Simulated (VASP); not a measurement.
Write the native input for VASP 6.6.1 that does the following.

```
Task                   : single point
Functional             : r2SCAN
Potentials or basis    : VASP PAW PBE potentials, release 64 (Sn_d, O)
Cutoff                 : 520 eV
k mesh                 : 8 × 6 × 3
Occupations            : gaussian, width 0.05 eV
Spin                   : no spin polarisation
Dipole correction      : no
Further INCAR settings : ALGO = Normal; EDIFF = 1e-06; NBANDS = 64
```

The system is SnO2.

```
Sn O
1.0
     0.00000    0.00000   -3.20071
    -4.75982    0.00000    0.00000
    -1.58645    9.52012    0.00000
Sn O
4 8
Direct
  0.50000 0.18287 0.95150
  0.50000 0.34952 0.45150
  0.00000 0.93284 0.20150
  0.00000 0.76619 0.70150
  0.00000 0.40934 0.85448
  0.00000 0.57599 0.35448
  0.50000 0.92799 0.79852
  0.50000 0.09464 0.29852
  0.50000 0.77104 0.10448
  0.50000 0.60439 0.60448
  0.00000 0.28969 0.04852
  0.00000 0.12304 0.54852
```

This cell differs from its parent crystal: the part above a cut slid along it.

The input as run:

POSCAR

```
SnO2
1.0
    0.0000000000      0.0000000000     -3.2007107590
   -4.7598182097      0.0000000000      0.0000000000
   -1.5864474093      9.5201150501      0.0000000000
Sn O
4 8
Direct
    0.5000000000      0.1828650500      0.9515000000
    0.5000000000      0.3495150500      0.4515000000
    1.0000000000     -0.0671599500      0.2015000000
    1.0000000000     -0.2338099500      0.7015000000
    0.0000000000      0.4093397478      0.8544791092
    0.0000000000      0.5759897478      0.3544791092
    0.5000000000     -0.0720093780      0.7985208908
    0.5000000000      0.0946406220      0.2985208908
    0.5000000000      0.7710394780      0.1044791092
    0.5000000000      0.6043894780      0.6044791092
    1.0000000000      0.2896903522      0.0485208908
    1.0000000000      0.1230403522      0.5485208908
```

INCAR.step1

```
ALGO     = Normal         # electronic algorithm
EDIFF    = 1E-4           # SCF threshold, eV
ENCUT    = 520            # plane-wave cutoff, eV
GGA      = PE             # functional
ISMEAR   = 0              # smearing method
LASPH    = True           # aspherical terms in the spheres
LCHARG   = False          # write CHGCAR
LREAL    = False          # projectors in reciprocal space
LWAVE    = True           # write WAVECAR
NBANDS   = 64             # bands
NELM     = 60             # most SCF steps
PREC     = Accurate       # precision mode
SIGMA    = 0.05           # smearing width, eV
```

INCAR.step2

```
ALGO     = Normal         # electronic algorithm
EDIFF    = 1E-6           # SCF threshold, eV
ENCUT    = 520            # plane-wave cutoff, eV
ISIF     = 2              # what is computed and relaxed
ISMEAR   = 0              # smearing method
ISTART   = 1            
LASPH    = True           # aspherical terms in the spheres
LCHARG   = False          # write CHGCAR
LMIXTAU  = True         
LREAL    = False          # projectors in reciprocal space
LWAVE    = False          # write WAVECAR
METAGGA  = R2SCAN         # meta-GGA
NBANDS   = 64             # bands
NELM     = 60             # most SCF steps
PREC     = Accurate       # precision mode
SIGMA    = 0.05           # smearing width, eV
```

KPOINTS

```
k-points
0
Gamma
  8 6 3
```

Potentials or basis: VASP PAW PBE potentials, release 64 (Sn_d, O).

The run is started by

```console
$ cat potpaw_PBE.64/Sn_d/POTCAR potpaw_PBE.64/O/POTCAR > POTCAR
$ cp INCAR.step1 INCAR
$ mpirun -np 1 vasp_std > vasp.out
$ cp INCAR.step2 INCAR
$ mpirun -np 1 vasp_std > vasp.out
```

Results of the run:

* Pressure: 11.4 GPa
* Largest force: 9.733 eV/Å
* Band gap on the k mesh: 0.58 eV (least direct gap 0.84 eV)

Caveat: the cell differs from its parent crystal (the part above a cut slid along it); the stress differs along the axes, from -2 to 27 GPa; semilocal functionals underestimate gaps, and a narrow one can read as zero; the PAW data sets were made with another functional, which shifts forces and pressure a little; spin-orbit coupling is left out, which moves the levels of the heavy elements.

Wall time 48 min on 1 thread of Oxide Virtual Turin-like Processor, on a shared host, peak memory 0.43 GiB.
